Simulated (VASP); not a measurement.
A run of VASP 6.6.1 is set up as follows.

File POSCAR:

```
Mg
1.0
    3.0300869509      0.0000000000      0.0000000000
   -1.5150434755      2.6241322751      0.0000000000
    0.0000000000      0.0000000000      4.8800515951
Mg
2
Direct
    0.3333333333      0.6666666667      0.2500000000
    0.6666666667      0.3333333333      0.7500000000
```

Contents of INCAR.step1:

```
PREC = Accurate ; ENCUT = 520
ISMEAR = -1 ; SIGMA = 0.1
LREAL = False ; LASPH = True
NELM = 80 ; NBANDS = 9
GGA = PE ; ALGO = Normal
EDIFF = 1E-4 ; LWAVE = True
LCHARG = False
```

INCAR.step2

```
PREC = Accurate ; ENCUT = 520
EDIFF = 1E-6 ; ISMEAR = -1
SIGMA = 0.1 ; LREAL = False
LASPH = True ; NELM = 80
ALGO = Normal ; ISIF = 2
LWAVE = False ; LCHARG = False
METAGGA = R2SCAN ; LMIXTAU = True
NBANDS = 9 ; ISTART = 1
```

The input KPOINTS:

```
Automatic mesh
0
Gamma
  18 18 8
```

Potentials or basis: VASP PAW PBE potentials, release 64 (Mg).

Launch:

```console
$ cat potpaw_PBE.64/Mg/POTCAR > POTCAR
$ cp INCAR.step1 INCAR
$ mpirun -np 1 vasp_std > vasp.out
$ cp INCAR.step2 INCAR
$ mpirun -np 1 vasp_std > vasp.out
```

Q: What does it give for the pressure?

A: 7.7 GPa.

Q: Predict the band gap on the k mesh.

A: Zero (bands 2 and 3 overlap by 2.10 eV).

Caveat: the cell stands under pressure; the PAW data sets were made with another functional, which shifts forces and pressure a little.
